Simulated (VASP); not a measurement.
# Co (P6_3/mmc) in VASP: notebook

Runs on Co. Level: PBE. Tasks: single point.

Everything below comes from runs of VASP 6.6.1. Logs are shortened: lines on timing, memory, paths and dates and some standing lists are left out, and cuts for length are marked.

**1. The cell of the first run**

Symmetry: P6_3/mmc, No. 194, hexagonal system. Conventional cell: a = 2.458 Å, b = 2.458 Å, c = 3.961 Å, α = 90.00°, β = 90.00°, γ = 120.00°. Within 3.2 Å of Co (site symmetry -6m2) lie 12 Co at 2.44 to 2.46 Å.

**2. Single point, PBE, non-collinear spin, zero start, spin-orbit coupling**

The input, INCAR:

```
  ALGO = Normal
  EDIFF = 1E-7
  ENCUT = 520
  GGA = PE
  GGA_COMPAT = F
  ISIF = 2
  ISMEAR = -1
  LASPH = T
  LCHARG = T
  LMAXMIX = 4
  LORBIT = 11
  LORBMOM = T
  LREAL = F
  LSORBIT = T
  LVHAR = T
  LWAVE = F
  MAGMOM = 0 0 0 0 0 0
  NBANDS = 30
  NELM = 150
  PREC = Accurate
  SIGMA = 0.1
```

The input, KPOINTS:

```
k-points
0
Gamma
  15 15 8
```

The input, POSCAR:

```
Co
1.0
    2.4583938885      0.0000000000      0.0000000000
   -1.2291969442      2.1290315600      0.0000000000
    0.0000000000      0.0000000000      3.9606905031
Co
2
Direct
    0.3333333333      0.6666666667      0.2500000000
    0.6666666667      0.3333333333      0.7500000000
```

Potentials or basis: VASP PAW PBE potentials, release 64 (Co).

Command:

```
> cat potpaw_PBE.64/Co/POTCAR > POTCAR
> mpirun -np 1 vasp_ncl > vasp.out
```

OUTCAR:

```text
EDIFF = 1E-7
   ENCUT = 520
   GGA = PE
   ISIF = 2
   ISMEAR = -1
   LASPH = T
   LORBIT = 11
   LREAL = F
   LSORBIT = T
   NELM = 150
   PREC = Accurate

 ion  position               nearest neighbor table
   1  0.333  0.667  0.250-   2 2.44   2 2.44   2 2.44   2 2.44   2 2.44   2 2.44
   2  0.667  0.333  0.750-   1 2.44   1 2.44   1 2.44   1 2.44   1 2.44   1 2.44

  LATTYP: Found a hexagonal cell.
 ALAT       =     2.4583938885
 C/A-ratio  =     1.6110886549

  Lattice vectors:

 A1 = (   2.4583938885,   0.0000000000,   0.0000000000)
 A2 = (  -1.2291969442,   2.1290315600,   0.0000000000)
 A3 = (   0.0000000000,   0.0000000000,   3.9606905031)

Analysis of symmetry for initial positions (statically):
=====================================================================
 Subroutine PRICEL returns:
 Original cell was already a primitive cell.

 Routine SETGRP: Setting up the symmetry group for a
 hexagonal supercell.

 Subroutine GETGRP returns: Found 24 space group operations
 (whereof 12 operations were pure point group operations)
 out of a pool of 24 trial point group operations.

The static configuration has the point symmetry D_3d.
 The point group associated with its full space group is D_6h.

Analysis of symmetry for dynamics (positions and initial velocities):
=====================================================================
 Subroutine PRICEL returns:
 Original cell was already a primitive cell.

 Routine SETGRP: Setting up the symmetry group for a
 hexagonal supercell.

 Subroutine GETGRP returns: Found 24 space group operations
 (whereof 12 operations were pure point group operations)
 out of a pool of 24 trial point group operations.

The dynamic configuration has the point symmetry D_3d.
 The point group associated with its full space group is D_6h.

Analysis of structural, dynamic, and magnetic symmetry:
=====================================================================
 Subroutine PRICEL returns:
 Original cell was already a primitive cell.

 Routine SETGRP: Setting up the symmetry group for a
 hexagonal supercell.

 Subroutine GETGRP returns: Found 24 space group operations
 (whereof 12 operations were pure point group operations)
 out of a pool of 24 trial point group operations.

The overall configuration has the point symmetry D_3d.
 The point group associated with its full space group is D_6h.

 Subroutine INISYM returns: Found 24 space group operations
 (whereof 12 operations are pure point group operations),
 and found     1 'primitive' translations

----------------------------------------------------------------------------------------

                                     Primitive cell

  volume of cell :      20.7302

  direct lattice vectors                    reciprocal lattice vectors
     2.458393888  0.000000000  0.000000000     0.406769641  0.234848562  0.000000000
    -1.229196944  2.129031560  0.000000000     0.000000000  0.469697124  0.000000000
     0.000000000  0.000000000  3.960690503     0.000000000  0.000000000  0.252481228

  length of vectors
     2.458393888  2.458393889  3.960690503     0.469697124  0.469697124  0.252481228

  position of ions in fractional coordinates (direct lattice)
     0.333333333  0.666666667  0.250000000
     0.666666667  0.333333333  0.750000000

  ion indices of the primitive-cell ions
   primitive index   ion index
                 1           1
                 2           2

----------------------------------------------------------------------------------------

 KPOINTS: k-points

Automatic generation of k-mesh.
 Grid dimensions read from file:
 generate k-points for:   15   15    8

 Generating k-lattice:

[... 92 lines left out ...]
  energy-cutoff  :      520.00
  volume of cell :       20.73
 maximum number of plane-waves:      1156
   NGX =  9   NGY =  9   NGZ = 15

 number of electron      17.9999978 magnetization      -0.0000000     -0.0000000      0.0000000

 number of electron      17.9999975 magnetization      -0.0000000      0.0000000      0.0000000

 number of electron      17.9999975 magnetization      -0.0000000     -0.0000000     -0.0000000

 number of electron      17.9999975 magnetization       0.0000000      0.0000000      0.0000000

 Free energy of the ion-electron system (eV)
  ---------------------------------------------------
  ext. energy  EPLUGINS =         0.00000000
  ---------------------------------------------------
  free energy    TOTEN  =       -13.74929447 eV

  energy without entropy =      -13.57090072  energy(sigma->0) =      -13.66009760

 E-fermi :  10.8525     XC(G=0): -13.6925

 val. band max:       10.8518786543   @ k =   0.2000   0.2000   0.1250
 cond. band min:      10.8579307359   @ k =   0.3333   0.2667   0.1250
 fundamental gap:      0.0060520815
 Fermi energy:        10.8525034123

 k-point     1 :       0.0000    0.0000    0.0000
  band No.  band energies     occupation
      1       1.7301      1.00000
      2       1.7301      1.00000
      3       5.9905      1.00000
      4       5.9905      1.00000
      5       8.9069      1.00000
      6       8.9069      1.00000
[... 781 lines left out ...]
     29      22.8748      0.00000
     30      22.8748      0.00000

 [... further k-points ...]
[... 5 lines left out ...]
  --------------------------------------------------------------------------------------
  -------------------------------------------------------------------------------------
  Total       -0.0895609     -0.0895609     -0.1043537     -0.0000000      0.0000000      0.0000000
  in kB       -6.9218885     -6.9218885     -8.0651782     -0.0000000      0.0000000      0.0000000
  external PRESSURE =      -7.3029850 kB  Pullay stress =       0.0000000 kB

 VOLUME and BASIS-vectors are now :
 -----------------------------------------------------------------------------
  energy-cutoff  :      520.00
  volume of cell :       20.73
      direct lattice vectors                 reciprocal lattice vectors
     2.458393888  0.000000000  0.000000000     0.406769641  0.234848562  0.000000000
    -1.229196944  2.129031560  0.000000000     0.000000000  0.469697124  0.000000000
     0.000000000  0.000000000  3.960690503     0.000000000  0.000000000  0.252481228

 POSITION                                       TOTAL-FORCE (eV/Angst)
 -----------------------------------------------------------------------------------
     -0.00000      1.41935      0.99017         0.000000     -0.000000     -0.000000
      1.22920      0.70968      2.97052        -0.000000      0.000000      0.000000
 -----------------------------------------------------------------------------------
    total drift:                               -0.000000     -0.000000      0.000000

  FREE ENERGIE OF THE ION-ELECTRON SYSTEM (eV)
  ---------------------------------------------------
  free  energy   TOTEN  =       -13.7492944727 eV

  energy  without entropy=      -13.5709007207  energy(sigma->0) =      -13.66009760

 orbital moment (x)

 # of ion     p       d       tot
 ----------------------------------------
  1         0.000   0.000   0.000
  2         0.000  -0.000  -0.000
 ----------------------------------------
            0.000  -0.000  -0.000

 orbital moment (y)

 # of ion     p       d       tot
 ----------------------------------------
  1        -0.000  -0.000  -0.000
  2        -0.000   0.000   0.000
 ----------------------------------------
           -0.000  -0.000  -0.000

 orbital moment (z)

 # of ion     p       d       tot
 ----------------------------------------
  1         0.000  -0.000  -0.000
  2         0.000   0.000   0.000
 ----------------------------------------
            0.000   0.000   0.000

 Spin-Orbit-Coupling matrix elements

 Ion:    1  E_soc:     -0.0179533
 l=   1
     0.0000000    -0.0003939    -0.0003952
    -0.0003939     0.0000000    -0.0003939
    -0.0003952    -0.0003939     0.0000000
 l=   2
     0.0000000    -0.0005547     0.0000000    -0.0005547    -0.0020548
    -0.0005547     0.0000000    -0.0014843    -0.0005515    -0.0005547
     0.0000000    -0.0014843     0.0000000    -0.0014843     0.0000000
    -0.0005547    -0.0005515    -0.0014843     0.0000000    -0.0005547
    -0.0020548    -0.0005547     0.0000000    -0.0005547     0.0000000
 l=   3
     0.0000000     0.0000000     0.0000000     0.0000000     0.0000000     0.0000000     0.0000000
     0.0000000     0.0000000     0.0000000     0.0000000     0.0000000     0.0000000     0.0000000
     0.0000000     0.0000000     0.0000000     0.0000000     0.0000000     0.0000000     0.0000000
     0.0000000     0.0000000     0.0000000     0.0000000     0.0000000     0.0000000     0.0000000
     0.0000000     0.0000000     0.0000000     0.0000000     0.0000000     0.0000000     0.0000000
     0.0000000     0.0000000     0.0000000     0.0000000     0.0000000     0.0000000     0.0000000
     0.0000000     0.0000000     0.0000000     0.0000000     0.0000000     0.0000000     0.0000000

 Ion:    2  E_soc:     -0.0179533
 l=   1
     0.0000000    -0.0003939    -0.0003952
    -0.0003939     0.0000000    -0.0003939
    -0.0003952    -0.0003939     0.0000000
 l=   2
     0.0000000    -0.0005547     0.0000000    -0.0005547    -0.0020548
    -0.0005547     0.0000000    -0.0014843    -0.0005515    -0.0005547
     0.0000000    -0.0014843     0.0000000    -0.0014843     0.0000000
    -0.0005547    -0.0005515    -0.0014843     0.0000000    -0.0005547
    -0.0020548    -0.0005547     0.0000000    -0.0005547     0.0000000
 l=   3
     0.0000000     0.0000000     0.0000000     0.0000000     0.0000000     0.0000000     0.0000000
     0.0000000     0.0000000     0.0000000     0.0000000     0.0000000     0.0000000     0.0000000
     0.0000000     0.0000000     0.0000000     0.0000000     0.0000000     0.0000000     0.0000000
     0.0000000     0.0000000     0.0000000     0.0000000     0.0000000     0.0000000     0.0000000
     0.0000000     0.0000000     0.0000000     0.0000000     0.0000000     0.0000000     0.0000000
     0.0000000     0.0000000     0.0000000     0.0000000     0.0000000     0.0000000     0.0000000
     0.0000000     0.0000000     0.0000000     0.0000000     0.0000000     0.0000000     0.0000000

 total charge

# of ion       s       p       d       tot
------------------------------------------
    1        0.502   0.556   7.306   8.364
    2        0.502   0.556   7.306   8.364
--------------------------------------------------
tot          1.004   1.112  14.613  16.729

 magnetization (x)

# of ion       s       p       d       tot
------------------------------------------
    1       -0.000   0.000  -0.000  -0.000
    2       -0.000   0.000   0.000  -0.000
--------------------------------------------------
tot         -0.000   0.000  -0.000  -0.000

 magnetization (y)

# of ion       s       p       d       tot
------------------------------------------
    1        0.000   0.000  -0.000  -0.000
    2        0.000   0.000  -0.000  -0.000
--------------------------------------------------
tot          0.000   0.000  -0.000  -0.000

 magnetization (z)

# of ion       s       p       d       tot
------------------------------------------
    1        0.000   0.000   0.000   0.000
    2        0.000   0.000   0.000   0.000
--------------------------------------------------
tot          0.000   0.000   0.000   0.000
```

Run time: 82 s. Hardware: 1 thread of Intel Xeon 6975P-C (Granite Rapids), shared host; peak memory 0.25 GiB.

Results:

```
Free energy                                           : -13.7493 eV
Pressure                                              : -0.7 GPa
Net moment                                            : 0.00 μB per cell
Valence electrons inside the program's atomic spheres : Co 8.36
```

Moments on the atoms (μB; x, y, z):
```
Co  0.00 0.00 0.00
Co  0.00 0.00 0.00
```

**3. Single point, PBE, collinear spin, ferromagnetic start**

This run uses another cell than the first one, of 10.84 Å³/atom.

The input, INCAR:

```
  ALGO = Normal
  EDIFF = 1E-6
  ENCUT = 520
  GGA = PE
  ISIF = 2
  ISMEAR = -1
  ISPIN = 2
  LASPH = True
  LCHARG = False
  LMAXMIX = 4
  LORBIT = 11
  LREAL = False
  LWAVE = False
  MAGMOM = 1.666 1.666
  NBANDS = 20
  NELM = 150
  PREC = Accurate
  SIGMA = 0.05
```

The input, KPOINTS:

```
k-points
0
Gamma
  24 24 13
```

The input, POSCAR:

```
Co
1.0
    2.4935221377      0.0000000000      0.0000000000
   -1.2467610688      2.1594535162      0.0000000000
    0.0000000000      0.0000000000      4.0277847465
Co
2
Direct
    0.3333333333      0.6666666667      0.2500000000
    0.6666666667      0.3333333333      0.7500000000
```

Potentials or basis: VASP PAW PBE potentials, release 64 (Co).

Command:

```
> cat potpaw_PBE.64/Co/POTCAR > POTCAR
> mpirun -np 1 vasp_std > vasp.out
```

Wall time 5.9 min (1 thread of Intel Xeon 8259CL, shared host); peak memory 0.35 GiB.

The run converged. Its results:

```yaml
Free_energy: -14.0781 eV
Pressure: -0.4 GPa
Net_moment: 3.21 μB per cell
Site_moments: Co +1.63 μB
Valence_electrons_inside_the_program's_atomic_spheres: Co 8.27
```

Levels at points of the mesh, in eV from the Fermi level:
Spin up:
```tsv
k point	band 8	band 9	band 10	band 11	band 12	band 13	band 14	band 15
(0.00, 0.00, 0.00)	-1.93	-1.93	-0.82	-0.82	-0.05	6.38	21.98	24.53
(0.50, 0.00, 0.00)	-0.70	-0.60	-0.54	1.31	3.32	9.71	10.36	12.76
```
Spin down:
```
           k point  band 3  band 4  band 5  band 6  band 7  band 8  band 9  band 10  band 11  band 12
(0.00, 0.00, 0.00)   -0.97   -0.95   -0.95   -0.58   -0.58   -0.17   -0.17    -0.12     1.06     1.06
(0.50, 0.00, 0.00)   -3.23   -1.85   -1.11   -1.02   -0.60    1.18    1.32     1.35     2.54     4.30
```
